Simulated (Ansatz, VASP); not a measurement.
**SnO2 in VASP and in Ansatz**

The input INCAR:

```
PREC = Accurate
ENCUT = 520
EDIFF = 1E-7
ISMEAR = 0
SIGMA = 0.05
LREAL = False
LASPH = True
NELM = 80
ALGO = Normal
ISIF = 2
LWAVE = False
LCHARG = False
GGA = PS
NBANDS = 35
```

File KPOINTS:

```
regular mesh
0
Gamma
  10 10 10
```

File POSCAR:

```
SnO2
1.0
   -2.0054999738      2.0054999738      5.1227446880
    2.0054999738     -2.0054999738      5.1227446880
    2.0054999738      2.0054999738     -5.1227446880
Sn O
2 4
Direct
    0.7500000000      0.2500000000      0.5000000000
    0.0000000000      0.0000000000      0.0000000000
    0.7404709436      0.7404709436      0.0000000000
    0.9529187786      0.4529187786      0.5000000000
    0.2029187786      0.2029187786      0.0000000000
    0.5470812214      0.0470812214      0.5000000000
```

Input for Ansatz:

```yaml
crystal:
  lattice:
    - [-2.0054999738, 2.0054999738, 5.122744688]
    - [2.0054999738, -2.0054999738, 5.122744688]
    - [2.0054999738, 2.0054999738, -5.122744688]
  atoms:
    - { symbol: Sn, position: [0.75, 0.25, 0.5] }
    - { symbol: Sn, position: [0.0, 0.0, 0.0] }
    - { symbol: O, position: [0.7404709436, 0.7404709436, 0.0] }
    - { symbol: O, position: [0.9529187786, 0.4529187786, 0.5] }
    - { symbol: O, position: [0.2029187786, 0.2029187786, 0.0] }
    - { symbol: O, position: [0.5470812214, 0.0470812214, 0.5] }
basis:
  ecutwfc: 420
kpoints:
  mp_grid: { grid: [10, 10, 10] }
hamiltonian:
  xc: pbesol
  pseudopotentials: { kind: paw, azcp: { folder: soft_1 } }
scf:
  occupations: { method: gaussian, width: 0.05 }
output:
  forces: true
  stress: true
  eigenvalues: true
```

Alike in both runs: task single point; functional PBEsol; k mesh 10 × 10 × 10; occupations gaussian, width 0.05 eV; no spin polarisation.

|  | VASP | Ansatz |
| --- | --- | --- |
| version | VASP 6.6.1 | Ansatz 0.2.0 |
| potentials or method | VASP PAW PBE potentials, release 64 (Sn_d, O), cutoff 520 eV | scalar-relativistic, plane waves, PAW |
| valence electrons in the cell | 52 | 52 |

|  | VASP | Ansatz | Ansatz less VASP |
| --- | --- | --- | --- |
| gap on the k mesh at the Fermi level (eV) | 0.20 | 0.22 | +0.016 |
| least direct gap on the mesh (eV) | 0.90 | 0.91 | +0.007 |
| pressure (GPa) | -0.8 | -1.5 | -0.64 |
| traceless stress, the component that is largest in VASP (GPa) | -2.87 | -2.86 | +0.007 |
| rms of the force components (eV/Å) | 0.771 | 0.769 | -0.0018 |

VASP's potentials were made for PBE, not for PBEsol, and Ansatz warns of the same on its side. Atom by atom the forces differ by 0.020 eV/Å (rms over components). The functional is the same, so the differences come from potentials, cutoffs and numerics.
